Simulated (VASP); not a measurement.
MoSe:

```
CELL_PARAMETERS angstrom
0.00000 2.70875 2.70875
2.70875 0.00000 2.70875
2.70875 2.70875 0.00000
ATOMIC_POSITIONS crystal
Mo 0.00000 0.00000 0.00000
Se 0.25000 0.25000 0.25000
```

```yaml
Program: VASP 6.6.1
Task: relaxation of cell and atoms
Functional: PBEsol
Potentials_or_basis: VASP PAW PBE potentials, release 64 (Mo_sv, Se)
Cutoff: 600 eV
k_mesh: 6 × 6 × 6
Occupations: gaussian, width 0.1 eV
Spin: collinear spin
Starting_moments: "[0.24, 0.0] μB"
```

At the start: pressure 13.6 GPa; volume 19.88 Å³/atom.

Problem. How do energy, volume and symmetry change on relaxing?

Solution. Over 4 steps the energy falls by 73.4 meV/atom and the volume is 21.79 Å³/atom (+9.6 %); space group F-43m (No. 216, to 0.1 Å) before and after; moment 0.00 μB per cell.

The path:
| step | energy change (eV) | largest force (eV/Å) | pressure (GPa) | volume (Å³) |
| --- | --- | --- | --- | --- |
| 1 | 0.0000 | 0.0000 | 13.64 | 39.75 |
| 2 | 0.1531 | 0.0000 | -12.44 | 50.30 |
| 3 | -0.1467 | 0.0000 | -0.39 | 43.70 |
| 4 | -0.1469 | 0.0000 | -0.05 | 43.57 |

Final structure:
```yaml
crystal:
  lattice:
    - [0.00000, 2.79294, 2.79294]
    - [2.79294, 0.00000, 2.79294]
    - [2.79294, 2.79294, 0.00000]
  atoms:
    - { symbol: Mo, position: [0.00000, 0.00000, 0.00000] }
    - { symbol: Se, position: [0.25000, 0.25000, 0.25000] }
```

Caveat: the PAW data sets were made with another functional, which shifts forces and pressure a little.
